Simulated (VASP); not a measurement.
# SnSe2 (P-3m1) in VASP: a series of runs

The runs below take SnSe2 through single point, with PBE, r2SCAN.

All numbers are computed with VASP 6.6.1; they aren't measurements. Logs are shortened: lines on timing, memory, paths and dates and some standing lists are left out, and cuts for length are marked.

## (1) The cell of the first run

It takes space group P-3m1 (No. 164, trigonal). The conventional cell has a = 3.825 Å, b = 3.825 Å, c = 6.227 Å, α = 90.00°, β = 90.00°, γ = 120.00°. Sn (site symmetry -3m) has 6 Se at 2.71 Å within 3.6 Å. Se (site symmetry 3m) has 3 Sn at 2.71 Å within 3.6 Å.

## (2) Single point, PBE

Input file INCAR:

```
PREC = Accurate
ENCUT = 520
EDIFF = 1E-7
ISMEAR = 0
SIGMA = 0.01
LREAL = F
LASPH = T
NELM = 80
ALGO = Normal
ISIF = 2
LWAVE = F
LCHARG = F
GGA = PE
NBANDS = 20
```

Input file KPOINTS:

```
regular mesh
0
Gamma
  6 6 4
```

Input file POSCAR:

```
SnSe2
1.0
    3.8251493298      0.0000000000      0.0000000000
   -1.9125746649      3.3126764929      0.0000000000
    0.0000000000      0.0000000000      6.2270790644
Sn Se
1 2
Direct
    0.0000000000      0.0000000000      0.0000000000
    0.3333333333      0.6666666667      0.2530782229
    0.6666666667      0.3333333333      0.7469217771
```

Potentials or basis: VASP PAW PBE potentials, release 64 (Sn_d, Se).

Command:

```console
$ cat potpaw_PBE.64/Sn_d/POTCAR potpaw_PBE.64/Se/POTCAR > POTCAR
$ mpirun -np 1 vasp_std > vasp.out
```

OUTCAR:

```text
PREC = Accurate
   ENCUT = 520
   EDIFF = 1E-7
   ISMEAR = 0
   LREAL = F
   LASPH = T
   NELM = 80
   ISIF = 2
   GGA = PE

 ion  position               nearest neighbor table
   1  0.000  0.000  0.000-   2 2.71   3 2.71   3 2.71   2 2.71   3 2.71   2 2.71
   2  0.333  0.667  0.253-   1 2.71   1 2.71   1 2.71
   3  0.667  0.333  0.747-   1 2.71   1 2.71   1 2.71

  LATTYP: Found a hexagonal cell.
 ALAT       =     3.8251493298
 C/A-ratio  =     1.6279309714

  Lattice vectors:

 A1 = (   3.8251493298,   0.0000000000,   0.0000000000)
 A2 = (  -1.9125746649,   3.3126764929,   0.0000000000)
 A3 = (   0.0000000000,   0.0000000000,   6.2270790644)

Analysis of symmetry for initial positions (statically):
=====================================================================
 Subroutine PRICEL returns:
 Original cell was already a primitive cell.

 Routine SETGRP: Setting up the symmetry group for a
 hexagonal supercell.

 Subroutine GETGRP returns: Found 12 space group operations
 (whereof 12 operations were pure point group operations)
 out of a pool of 24 trial point group operations.

The static configuration has the point symmetry D_3d.

Analysis of symmetry for dynamics (positions and initial velocities):
=====================================================================
 Subroutine PRICEL returns:
 Original cell was already a primitive cell.

 Routine SETGRP: Setting up the symmetry group for a
 hexagonal supercell.

 Subroutine GETGRP returns: Found 12 space group operations
 (whereof 12 operations were pure point group operations)
 out of a pool of 24 trial point group operations.

The dynamic configuration has the point symmetry D_3d.

 Subroutine INISYM returns: Found 12 space group operations
 (whereof 12 operations are pure point group operations),
 and found     1 'primitive' translations

----------------------------------------------------------------------------------------

                                     Primitive cell

  volume of cell :      78.9063

  direct lattice vectors                    reciprocal lattice vectors
     3.825149330  0.000000000  0.000000000     0.261427702  0.150935354  0.000000000
    -1.912574665  3.312676493  0.000000000     0.000000000  0.301870709  0.000000000
     0.000000000  0.000000000  6.227079064     0.000000000  0.000000000  0.160588936

  length of vectors
     3.825149330  3.825149330  6.227079064     0.301870709  0.301870709  0.160588936

  position of ions in fractional coordinates (direct lattice)
     0.000000000  0.000000000  0.000000000
     0.333333333  0.666666667  0.253078223
     0.666666667  0.333333333  0.746921777

  ion indices of the primitive-cell ions
   primitive index   ion index
                 1           1
                 2           2
                 3           3

----------------------------------------------------------------------------------------

 KPOINTS: regular mesh

Automatic generation of k-mesh.
 Grid dimensions read from file:
 generate k-points for:    6    6    4

 Generating k-lattice:

  Cartesian coordinates                     Fractional coordinates (reciprocal lattice)
     0.043571284  0.025155892  0.000000000     0.166666667  0.000000000  0.000000000
     0.000000000  0.050311785  0.000000000     0.000000000  0.166666667  0.000000000
     0.000000000  0.000000000  0.040147234     0.000000000  0.000000000  0.250000000

  Length of vectors
     0.050311785  0.050311785  0.040147234

  Shift w.r.t. Gamma in fractional coordinates (k-lattice)
     0.000000000  0.000000000  0.000000000

 Subroutine IBZKPT returns following result:
 ===========================================

 Found     24 irreducible k-points:

 Following reciprocal coordinates:
            Coordinates               Weight
  0.000000  0.000000  0.000000      1.000000
  0.166667  0.000000  0.000000      6.000000
  0.333333  0.000000  0.000000      6.000000
  0.500000 -0.000000  0.000000      3.000000
  0.166667  0.166667  0.000000      6.000000
  0.333333  0.166667  0.000000     12.000000
[... 16 lines left out ...]
  0.333333  0.166667  0.500000     12.000000
  0.333333  0.333333  0.500000      2.000000
   k-points           NKPTS =     24   k-points in BZ     NKDIM =     24   number of bands    NBANDS=     20
   number of dos      NEDOS =    301   number of ions     NIONS =      3
   total plane-waves  NPLWV =  37632
   dimension x,y,z NGX =    28 NGY =   28 NGZ =   48
   dimension x,y,z NGXF=    56 NGYF=   56 NGZF=   96
   ions per type =               1   2
   NGX,Y,Z   is equivalent  to a cutoff of  12.17, 12.17, 12.81 a.u.
   NGXF,Y,Z  is equivalent  to a cutoff of  24.34, 24.34, 25.63 a.u.
 SYSTEM =  unknown system
   PREC   = accura    normal or accurate (medium, high low for compatibility)
   ISTART =      0    job   : 0-new  1-cont  2-samecut
   ICHARG =      2    charge: 1-file 2-atom 10-const
   ISPIN  =      1    spin polarized calculation?
   LNONCOLLINEAR =      F non collinear calculations
   LSORBIT =      F    spin-orbit coupling
   LASPH  =      T    aspherical Exc in radial PAW
   ENCUT  =  520.0 eV  38.22 Ry    6.18 a.u.   7.11  7.11 11.58*2*pi/ulx,y,z
   NELM   =     80;   NELMIN=  2; NELMDL= -5     # of ELM steps
   EDIFF  = 0.1E-06   stopping-criterion for ELM
   LREAL  =      F    real-space projection
   EDIFFG = 0.1E-05   stopping-criterion for IOM
   NSW    =      0    number of steps for IOM
   IBRION =     -1    ionic relax: 0-MD 1-quasi-New 2-CG
   NFREE  =      0    steps in history (QN), initial steepest desc. (CG)
   ISIF   =      2    stress and relaxation
   ISYM   =      2    0-nonsym 1-usesym 2-fastsym
   POTIM  = 0.5000    time-step for ionic-motion
   TEBEG  =    0.0;   TEEND  =   0.0 temperature during run
   PSTRESS=    0.0 pullay stress
   NELECT =      26.0000    total number of electrons
   NUPDOWN=      -1.0000    fix difference up-down
   EMIN   =  10.00;   EMAX   =-10.00  energy-range for DOS
   EFERMI =   0.00;   METHOD = LEGACY
   ISMEAR =     0;   SIGMA  =   0.01  broadening in eV -4-tet -1-fermi 0-gaus
   EFERMI_NEDOS =   21; number of points for ismear=-14 and -15
   IALGO  =     38    algorithm
   IMIX   =      4    mixing-type and parameters
     AMIX     =   0.40;   BMIX     =  1.00
     AMIX_MAG =   1.60;   BMIX_MAG =  1.00
  volume/ion in A,a.u.               =      26.30       177.50
  Fermi-wavevector in a.u.,A,eV,Ry     =   1.130738  2.136785 17.395982  1.278569
  Thomas-Fermi vector in A             =   2.267435
   LORBIT       =      0    0 simple, 1 ext, 2 COOP (PROOUT), +10 PAW based schemes
   GGA     = PE    functional components
   LHFCALC =     F    Hartree Fock is set to
   AEXX    =    0.0000 exact exchange contribution
   IVDW    =     0    specifies the selected vdW correction
   LEPSILON=     F    determine dielectric tensor
   LRPA    =     F    only Hartree local field effects (RPA)
 non-spin polarized calculation
 Gauss-broadening in eV      SIGMA  =   0.01
  energy-cutoff  :      520.00
  volume of cell :       78.91
 maximum number of plane-waves:      2142
   NGX = 15   NGY = 15   NGZ = 23

 number of electron      26.0000000 magnetization

 Free energy of the ion-electron system (eV)
  ---------------------------------------------------
  ext. energy  EPLUGINS =         0.00000000
  ---------------------------------------------------
  free energy    TOTEN  =       -11.81273878 eV

  energy without entropy =      -11.81273878  energy(sigma->0) =      -11.81273878

 E-fermi :   3.9487     XC(G=0):  -9.3728

 val. band max:        3.8924534016   @ k =   0.1667   0.0000   0.0000
 cond. band min:       4.6792603819   @ k =   0.5000  -0.0000   0.5000
 fundamental gap:      0.7868069804
 Fermi energy:         3.9486827295

 k-point     1 :       0.0000    0.0000    0.0000
  band No.  band energies     occupation
      1     -17.2880      2.00000
      2     -17.2880      2.00000
      3     -17.2523      2.00000
      4     -17.2401      2.00000
      5     -17.2401      2.00000
      6      -9.8289      2.00000
[... 12 lines left out ...]
     19      12.9312      0.00000
     20      12.9312      0.00000

 k-point     2 :       0.1667    0.0000    0.0000
  band No.  band energies     occupation
      1     -17.2994      2.00000
      2     -17.2792      2.00000
      3     -17.2481      2.00000
      4     -17.2430      2.00000
      5     -17.2386      2.00000
      6      -9.5634      2.00000
[... 12 lines left out ...]
     19      12.1871      0.00000
     20      13.2083      0.00000

 k-point     3 :       0.3333    0.0000    0.0000
  band No.  band energies     occupation
      1     -17.3257      2.00000
      2     -17.2688      2.00000
      3     -17.2579      2.00000
      4     -17.2281      2.00000
      5     -17.2268      2.00000
      6      -8.8590      2.00000
[... 12 lines left out ...]
     19      12.9461      0.00000
     20      13.7025      0.00000

 k-point     4 :       0.5000   -0.0000    0.0000
  band No.  band energies     occupation
      1     -17.3396      2.00000
      2     -17.2672      2.00000
      3     -17.2626      2.00000
      4     -17.2191      2.00000
      5     -17.2183      2.00000
      6      -8.2561      2.00000
[... 12 lines left out ...]
     19      13.8512      0.00000
     20      14.5458      0.00000

 k-point     5 :       0.1667    0.1667    0.0000
  band No.  band energies     occupation
      1     -17.3126      2.00000
      2     -17.2764      2.00000
      3     -17.2508      2.00000
      4     -17.2412      2.00000
      5     -17.2266      2.00000
      6      -9.0725      2.00000
[... 12 lines left out ...]
     19      10.9934      0.00000
     20      14.0422      0.00000
[... 353 lines left out ...]
      6      -8.1586      2.00000
[... 12 lines left out ...]
     19      13.5396      0.00000
     20      14.5509      0.00000

 k-point    22 :       0.1667    0.1667    0.5000
  band No.  band energies     occupation
      1     -17.3128      2.00000
      2     -17.2765      2.00000
      3     -17.2508      2.00000
      4     -17.2411      2.00000
      5     -17.2266      2.00000
      6      -8.9119      2.00000
[... 12 lines left out ...]
     19      11.9648      0.00000
     20      13.0874      0.00000

 k-point    23 :       0.3333    0.1667    0.5000
  band No.  band energies     occupation
      1     -17.3258      2.00000
      2     -17.2786      2.00000
      3     -17.2545      2.00000
      4     -17.2301      2.00000
      5     -17.2184      2.00000
      6      -8.2179      2.00000
[... 12 lines left out ...]
     19      12.3275      0.00000
     20      13.6806      0.00000

 k-point    24 :       0.3333    0.3333    0.5000
  band No.  band energies     occupation
      1     -17.3040      2.00000
      2     -17.3040      2.00000
      3     -17.2390      2.00000
      4     -17.2390      2.00000
      5     -17.2216      2.00000
      6      -7.8180      2.00000
[... 12 lines left out ...]
     19      13.0759      0.00000
     20      13.0964      0.00000

------------------------ aborting loop because EDIFF is reached ----------------------------------------

  FORCE on cell =-STRESS in cart. coord.  units (eV):
  Direction    XX          YY          ZZ          XY          YZ          ZX
  --------------------------------------------------------------------------------------
  -------------------------------------------------------------------------------------
  Total        1.4778528      1.4778528      1.4782754      0.0000000      0.0000000     -0.0000000
  in kB       30.0075103     30.0075103     30.0160907      0.0000000      0.0000000     -0.0000000
  external PRESSURE =      30.0103704 kB  Pullay stress =       0.0000000 kB

 VOLUME and BASIS-vectors are now :
 -----------------------------------------------------------------------------
  energy-cutoff  :      520.00
  volume of cell :       78.91
      direct lattice vectors                 reciprocal lattice vectors
     3.825149330  0.000000000  0.000000000     0.261427702  0.150935354  0.000000000
    -1.912574665  3.312676493  0.000000000     0.000000000  0.301870709  0.000000000
     0.000000000  0.000000000  6.227079064     0.000000000  0.000000000  0.160588936

 POSITION                                       TOTAL-FORCE (eV/Angst)
 -----------------------------------------------------------------------------------
      0.00000      0.00000      0.00000         0.000000      0.000000      0.000000
     -0.00000      2.20845      1.57594        -0.000000      0.000000      0.261974
      1.91257      1.10423      4.65114         0.000000     -0.000000     -0.261974
 -----------------------------------------------------------------------------------
    total drift:                               -0.000000     -0.000000      0.000000

  FREE ENERGIE OF THE ION-ELECTRON SYSTEM (eV)
  ---------------------------------------------------
  free  energy   TOTEN  =       -11.8127387792 eV

  energy  without entropy=      -11.8127387792  energy(sigma->0) =      -11.81273878
```

Run time: 32 s. Hardware: 1 thread of AMD EPYC 7R13 (Zen 3), shared host; peak memory 0.17 GiB.

Results:

| Quantity | Value |
| --- | --- |
| Free energy | -11.8127 eV |
| Pressure | 3.0 GPa |
| Largest force | 0.262 eV/Å |
| Band gap on the k mesh | 0.79 eV, indirect (least direct gap 1.12 eV) |

Forces on the atoms (eV/Å):
```
Sn   0.000  0.000  0.000
Se   0.000  0.000  0.262
Se   0.000  0.000 -0.262
```

Caveat: spin-orbit coupling is left out, which moves the levels of the heavy elements; this functional lacks dispersion, which binds the layers, so the pressure and a relaxed spacing across them are unreliable. A k mesh can miss the band edges.

## (3) Single point, PBE

Input file INCAR:

```
SYSTEM = SnSe2
PREC     = Accurate       ! precision mode
ENCUT    = 520            ! plane-wave cutoff, eV
EDIFF    = 1E-6           ! SCF threshold, eV
ISMEAR   = 0              ! smearing method
SIGMA    = 0.01           ! smearing width, eV
LREAL    = .FALSE.        ! projectors in reciprocal space
LASPH    = .TRUE.         ! aspherical terms in the spheres
NELM     = 80             ! most SCF steps
ALGO     = Normal         ! electronic algorithm
ISIF     = 2              ! what is computed and relaxed
LWAVE    = .FALSE.        ! write WAVECAR
LCHARG   = .FALSE.        ! write CHGCAR
GGA      = PE             ! functional
NBANDS   = 20             ! bands
```

Input file KPOINTS:

```
regular mesh
0
G
  6 6 4
  0 0 0
```

POSCAR is that of step 2.

Potentials or basis: VASP PAW PBE potentials, release 64 (Sn_d, Se).

Command:

```console
$ cat potpaw_PBE.64/Sn_d/POTCAR potpaw_PBE.64/Se/POTCAR > POTCAR
$ mpirun -np 1 vasp_std > vasp.out
```

OUTCAR:

```text
SYSTEM = SnSe2
   PREC = Accurate
   ENCUT = 520
   EDIFF = 1E-6
   ISMEAR = 0
   LREAL = .FALSE.
   LASPH = .TRUE.
   NELM = 80
   ISIF = 2
   GGA = PE

 ion  position               nearest neighbor table
   1  0.000  0.000  0.000-   2 2.71   3 2.71   3 2.71   2 2.71   3 2.71   2 2.71
   2  0.333  0.667  0.253-   1 2.71   1 2.71   1 2.71
   3  0.667  0.333  0.747-   1 2.71   1 2.71   1 2.71

  LATTYP: Found a hexagonal cell.
 ALAT       =     3.8251493298
 C/A-ratio  =     1.6279309714

  Lattice vectors:
[... 740 lines left out ...]

  FORCE on cell =-STRESS in cart. coord.  units (eV):
  Direction    XX          YY          ZZ          XY          YZ          ZX
  --------------------------------------------------------------------------------------
  -------------------------------------------------------------------------------------
  Total        1.4803888      1.4803888      1.4809741      0.0000000     -0.0000000      0.0000000
  in kB       30.0590028     30.0590028     30.0708865      0.0000000     -0.0000000      0.0000000
  external PRESSURE =      30.0629640 kB  Pullay stress =       0.0000000 kB

 VOLUME and BASIS-vectors are now :
 -----------------------------------------------------------------------------
  energy-cutoff  :      520.00
  volume of cell :       78.91
      direct lattice vectors                 reciprocal lattice vectors
     3.825149330  0.000000000  0.000000000     0.261427702  0.150935354  0.000000000
    -1.912574665  3.312676493  0.000000000     0.000000000  0.301870709  0.000000000
     0.000000000  0.000000000  6.227079064     0.000000000  0.000000000  0.160588936

 POSITION                                       TOTAL-FORCE (eV/Angst)
 -----------------------------------------------------------------------------------
      0.00000      0.00000      0.00000        -0.000000      0.000000      0.000000
     -0.00000      2.20845      1.57594        -0.000000      0.000000      0.261681
      1.91257      1.10423      4.65114         0.000000     -0.000000     -0.261681
 -----------------------------------------------------------------------------------
    total drift:                               -0.000000     -0.000000      0.000000

  FREE ENERGIE OF THE ION-ELECTRON SYSTEM (eV)
  ---------------------------------------------------
  free  energy   TOTEN  =       -11.8127380184 eV

  energy  without entropy=      -11.8127380184  energy(sigma->0) =      -11.81273802
```

stdout:

```text
POSCAR found type information on POSCAR SnSe
 POSCAR found :  2 types and       3 ions
 scaLAPACK will be used
 LDA part: xc-table for (Slater+PW92), standard interpolation
 POSCAR, INCAR and KPOINTS ok, starting setup
 FFT: planning ... GRIDC
 FFT: planning ... GRID_SOFT
 FFT: planning ... GRID
 WAVECAR not read
 entering main loop
```

Run time: 29 s. Hardware: 1 thread of AMD EPYC 7R13 (Zen 3), shared host; peak memory 0.17 GiB.

Results:

| Quantity | Value |
| --- | --- |
| Free energy | -11.8127 eV |
| Pressure | 3.0 GPa |
| Largest force | 0.262 eV/Å |
| Band gap on the k mesh | 0.79 eV, indirect (least direct gap 1.12 eV) |

Forces on the atoms (eV/Å):
```
Sn   0.000  0.000  0.000
Se   0.000  0.000  0.262
Se   0.000  0.000 -0.262
```

Caveat: spin-orbit coupling is left out, which moves the levels of the heavy elements; this functional lacks dispersion, which binds the layers, so the pressure and a relaxed spacing across them are unreliable.

## (4) Single point, r2SCAN

POSCAR is that of step 3.

Input file INCAR.step1:

```
ALGO = Normal
EDIFF = 1E-4
ENCUT = 520
GGA = PE
ISMEAR = 0
LASPH = True
LCHARG = False
LREAL = False
LWAVE = True
NBANDS = 20
NELM = 80
PREC = Accurate
SIGMA = 0.01
```

Input file INCAR.step2:

```
ALGO = Normal
EDIFF = 1E-6
ENCUT = 520
ISIF = 2
ISMEAR = 0
ISTART = 1
LASPH = True
LCHARG = False
LMIXTAU = True
LREAL = False
LWAVE = False
METAGGA = R2SCAN
NBANDS = 20
NELM = 80
PREC = Accurate
SIGMA = 0.01
```

Input file KPOINTS:

```
k-points
0
Gamma
  6 6 4
```

Command:

```console
$ cat potpaw_PBE.64/Sn_d/POTCAR potpaw_PBE.64/Se/POTCAR > POTCAR
$ cp INCAR.step1 INCAR
$ mpirun -np 1 vasp_std > vasp.out
$ cp INCAR.step2 INCAR
$ mpirun -np 1 vasp_std > vasp.out
```

Wall time 2.1 min (1 thread of AMD EPYC 7R13 (Zen 3), shared host); peak memory 0.18 GiB.

Results (log left out):

```
Free energy            : -54.6167 eV
Pressure               : 1.0 GPa
Largest force          : 0.026 eV/Å
Band gap on the k mesh : 1.07 eV, indirect (least direct gap 1.51 eV)
```

Forces on the atoms (eV/Å):
```
Sn   0.000  0.000  0.000
Se   0.000  0.000 -0.026
Se   0.000  0.000  0.026
```

Stress tensor (GPa, compression positive):
```
1.07 0.00 0.00
0.00 1.07 0.00
0.00 0.00 0.89
```

Levels at points of the mesh, in eV from the valence-band top:
```
           k point  band 9  band 10  band 11  band 12  band 13  band 14  band 15  band 16  band 17  band 18
(0.00, 0.00, 0.00)   -0.53    -0.53    -0.25    -0.25    -0.05     1.49     3.63     5.12     5.12     8.74
(0.50, 0.00, 0.00)   -4.36    -2.87    -2.49    -1.17    -0.22     1.46     4.32     5.83     5.91     7.49
(0.00, 0.00, 0.50)   -2.06    -0.63    -0.63    -0.09    -0.09     2.87     3.57     4.85     4.85     8.64
(0.50, 0.00, 0.50)   -4.81    -2.31    -1.95    -0.77    -0.62     1.07     4.71     5.25     6.37     6.67
```

Caveat: the PAW data sets were made with another functional, which shifts forces and pressure a little; spin-orbit coupling is left out, which moves the levels of the heavy elements.

(Continued in part 2 of 2.)
